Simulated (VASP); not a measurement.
# Mn (P6_3/mmc) in VASP: further runs, part 2 of 2

VASP 6.6.1. The steps go on from the part before.

### 3 Relaxation of cell and atoms, PBE, collinear spin

This run uses another cell than the first one, of 13.24 Å³/atom.

INCAR

```
ALGO = Normal ; EDIFF = 1E-6
EDIFFG = -0.05 ; ENCUT = 600
GGA = PE ; IBRION = 2
ISIF = 3 ; ISMEAR = 0
ISPIN = 2 ; LASPH = True
LCHARG = False ; LMAXMIX = 4
LORBIT = 11 ; LREAL = False
LWAVE = False ; MAGMOM = 0.06 0.06
NELM = 150 ; NSW = 80
PREC = Accurate ; SIGMA = 0.1
```

KPOINTS

```
k-points
0
Gamma
  9 9 6
```

POSCAR

```
Mn
1.0
    2.6638982565      0.0000000000      0.0000000000
   -1.3319491282      2.3070035632      0.0000000000
    0.0000000000      0.0000000000      4.3086967558
Mn
2
Direct
    0.6666666667      0.3333333333      0.2500035161
    0.3333333333      0.6666666667      0.7499964839
```

Potentials or basis: VASP PAW PBE potentials, release 64 (Mn_pv).

Launch:

```sh
cat potpaw_PBE.64/Mn_pv/POTCAR > POTCAR
mpirun -np 1 vasp_std > vasp.out
```

OUTCAR:

```text
EDIFF = 1E-6
   EDIFFG = -0.05
   ENCUT = 600
   GGA = PE
   IBRION = 2
   ISIF = 3
   ISMEAR = 0
   ISPIN = 2
   LASPH = True
   LORBIT = 11
   LREAL = False
   NELM = 150
   NSW = 80
   PREC = Accurate

 ion  position               nearest neighbor table
   1  0.667  0.333  0.250-   2 2.65   2 2.65   2 2.65   2 2.65   2 2.65   2 2.65
   2  0.333  0.667  0.750-   1 2.65   1 2.65   1 2.65   1 2.65   1 2.65   1 2.65

  LATTYP: Found a hexagonal cell.
 ALAT       =     2.6638982565
 C/A-ratio  =     1.6174404354

  Lattice vectors:

 A1 = (   2.6638982565,   0.0000000000,   0.0000000000)
 A2 = (  -1.3319491282,   2.3070035632,   0.0000000000)
 A3 = (   0.0000000000,   0.0000000000,   4.3086967558)

Analysis of symmetry for initial positions (statically):
=====================================================================
 Subroutine PRICEL returns:
 Original cell was already a primitive cell.

 Routine SETGRP: Setting up the symmetry group for a
 hexagonal supercell.

 Subroutine GETGRP returns: Found 12 space group operations
 (whereof 12 operations were pure point group operations)
 out of a pool of 24 trial point group operations.

The static configuration has the point symmetry D_3d.

Analysis of symmetry for dynamics (positions and initial velocities):
=====================================================================
 Subroutine PRICEL returns:
 Original cell was already a primitive cell.

 Routine SETGRP: Setting up the symmetry group for a
 hexagonal supercell.

 Subroutine GETGRP returns: Found 12 space group operations
 (whereof 12 operations were pure point group operations)
 out of a pool of 24 trial point group operations.

The dynamic configuration has the point symmetry D_3d.

Analysis of structural, dynamic, and magnetic symmetry:
=====================================================================
 Subroutine PRICEL returns:
 Original cell was already a primitive cell.

 Routine SETGRP: Setting up the symmetry group for a
 hexagonal supercell.

 Subroutine GETGRP returns: Found 12 space group operations
[... 120 lines left out ...]
   IALGO  =     38    algorithm
   IMIX   =      4    mixing-type and parameters
     AMIX     =   0.40;   BMIX     =  1.00
     AMIX_MAG =   1.60;   BMIX_MAG =  1.00
  volume/ion in A,a.u.               =      13.24        89.35
  Fermi-wavevector in a.u.,A,eV,Ry     =   1.627154  3.074875 36.023197  2.647630
  Thomas-Fermi vector in A             =   2.719996
   LORBIT       =     11    0 simple, 1 ext, 2 COOP (PROOUT), +10 PAW based schemes
   GGA     = PE    functional components
   LHFCALC =     F    Hartree Fock is set to
   AEXX    =    0.0000 exact exchange contribution
   IVDW    =     0    specifies the selected vdW correction
   LEPSILON=     F    determine dielectric tensor
   LRPA    =     F    only Hartree local field effects (RPA)
 conjugate gradient relaxation of ions
 spin polarized calculation
 Gauss-broadening in eV      SIGMA  =   0.10
  energy-cutoff  :      600.00
  volume of cell :       26.48
 maximum number of plane-waves:       905
 NGX is ok and might be reduce to    24
   NGX = 11   NGY = 11   NGZ = 17

--------------------------------------- Ionic step        1  -------------------------------------------

 number of electron      25.9999993 magnetization       0.0100048

 Free energy of the ion-electron system (eV)
  ---------------------------------------------------
  ext. energy  EPLUGINS =         0.00000000
  ---------------------------------------------------
  free energy    TOTEN  =       -17.18032633 eV

  energy without entropy =      -17.16121467  energy(sigma->0) =      -17.17077050

 E-fermi :   7.6882     XC(G=0): -12.8040

 val. band max:        7.6861877105   @ k =   0.2222   0.1111   0.5000
 cond. band min:       7.6970871460   @ k =   0.0000   0.2222   0.3333
 fundamental gap:      0.0108994356
 Fermi energy:         7.6881626331

 spin component 1

 k-point     1 :       0.0000    0.0000    0.0000
  band No.  band energies     occupation
      1     -40.3392      1.00000
      2     -40.0136      1.00000
      3     -40.0136      1.00000
      4     -39.9592      1.00000
      5     -39.9592      1.00000
      6     -39.9559      1.00000
[... 1106 lines left out ...]
 number of electron      26.0000014 magnetization      -0.0000000

 number of electron      26.0000014 magnetization       0.0000002

 Free energy of the ion-electron system (eV)
  ---------------------------------------------------
  ext. energy  EPLUGINS =         0.00000000
  ---------------------------------------------------
  free energy    TOTEN  =       -17.89331242 eV

  energy without entropy =      -17.87896814  energy(sigma->0) =      -17.88614028

 E-fermi :  10.4155     XC(G=0): -14.0451

 val. band max:       10.4137430063   @ k =   0.0000   0.0000   0.1667
 cond. band min:      10.4185598853   @ k =   0.0000   0.2222   0.3333
 fundamental gap:      0.0048168791
 Fermi energy:        10.4155128362

 spin component 1

 k-point     1 :       0.0000    0.0000    0.0000
  band No.  band energies     occupation
      1     -37.8671      1.00000
      2     -37.1918      1.00000
      3     -37.1918      1.00000
      4     -37.0856      1.00000
      5     -37.0856      1.00000
      6     -37.0815      1.00000
[... 984 lines left out ...]
  FREE ENERGIE OF THE ION-ELECTRON SYSTEM (eV)
  ---------------------------------------------------
  free  energy   TOTEN  =       -17.8933124229 eV

  energy  without entropy=      -17.8789681376  energy(sigma->0) =      -17.88614028

 reached required accuracy - stopping structural energy minimisation

 total charge

# of ion       s       p       d       tot
------------------------------------------
    1        0.429   6.404   5.160  11.993
    2        0.429   6.404   5.160  11.993
--------------------------------------------------
tot          0.858  12.808  10.320  23.986

 magnetization (x)

# of ion       s       p       d       tot
------------------------------------------
    1       -0.000   0.000   0.000   0.000
    2       -0.000   0.000   0.000   0.000
--------------------------------------------------
tot         -0.000   0.000   0.000   0.000
```

CONTCAR:

```text
Mn
   1.00000000000000
     2.4816363768477223   -0.0000000000039502    0.0000000000000000
    -1.2408181883807032    2.1491601452869529   -0.0000000000000000
    -0.0000000000000000    0.0000000000000000    4.0131538717322366
  Mn
     2
Direct
     0.6666666667000030    0.3333333332999970    0.2500037978586823
     0.3333333332999970    0.6666666667000030    0.7499962021413178

  0.00000000E+00  0.00000000E+00  0.00000000E+00
  0.00000000E+00  0.00000000E+00  0.00000000E+00
```

It took 99 s on 1 thread of AMD EPYC 9R45 (Zen 5), shared host; peak memory 0.18 GiB.

Results:

| Item | Value |
| --- | --- |
| Free energy | -17.8933 eV |
| Relaxed volume | 10.70 Å³/atom |
| Relaxed cell | a = 2.482 Å, b = 2.482 Å, c = 4.013 Å, α = 90.00°, β = 90.00°, γ = 120.00° |
| Space group after relaxing (to 0.1 Å) | P6_3/mmc (No. 194) |
| Energy gained by relaxing | 356.5 meV/atom |
| Ionic steps | 5 |
| Pressure after relaxing | 0.1 GPa |
| Band gap on the k mesh | zero (filled and empty bands overlap) |
| Net moment | 0.00 μB per cell |
| Valence electrons inside the program's atomic spheres | Mn 11.99 |

The path:
| step | energy change (eV) | largest force (eV/Å) | pressure (GPa) | volume (Å³) |
| --- | --- | --- | --- | --- |
| 1 | 0.0000 | 0.0001 | -37.05 | 26.48 |
| 2 | 0.9502 | 0.0005 | 134.64 | 16.39 |
| 3 | -0.7090 | 0.0001 | -4.16 | 21.73 |
| 4 | -0.7127 | 0.0001 | -1.11 | 21.50 |
| 5 | -0.7130 | 0.0001 | 0.10 | 21.40 |

Final structure:
```cif
data_structure
_symmetry_space_group_name_H-M 'P 1'
_symmetry_Int_Tables_number 1
_cell_length_a 2.4816
_cell_length_b 2.4816
_cell_length_c 4.0132
_cell_angle_alpha 90.000
_cell_angle_beta 90.000
_cell_angle_gamma 120.000
_cell_volume 21.40
loop_
_atom_site_label
_atom_site_type_symbol
_atom_site_fract_x
_atom_site_fract_y
_atom_site_fract_z
_atom_site_occupancy
Mn1 Mn 0.66667 0.33333 0.25000 1
Mn2 Mn 0.33333 0.66667 0.75000 1
```

Levels at points of the mesh, in eV from the Fermi level:
Spin up:
| k point | band 11 | band 12 | band 13 | band 14 | band 15 | band 16 |
| --- | --- | --- | --- | --- | --- | --- |
| (0.00, 0.00, 0.00) | -0.95 | -0.47 | -0.47 | 0.04 | 0.04 | 0.76 |
| (0.00, 0.00, 0.50) | -1.03 | -1.03 | -1.03 | -1.03 | 1.19 | 1.19 |
Spin down:
```tsv
k point	band 11	band 12	band 13	band 14	band 15	band 16
(0.00, 0.00, 0.00)	-0.95	-0.47	-0.47	0.04	0.04	0.76
(0.00, 0.00, 0.50)	-1.03	-1.03	-1.03	-1.03	1.19	1.19
```

Caveat: the volume moved by over 15 % at a fixed basis, so the end points are rough.
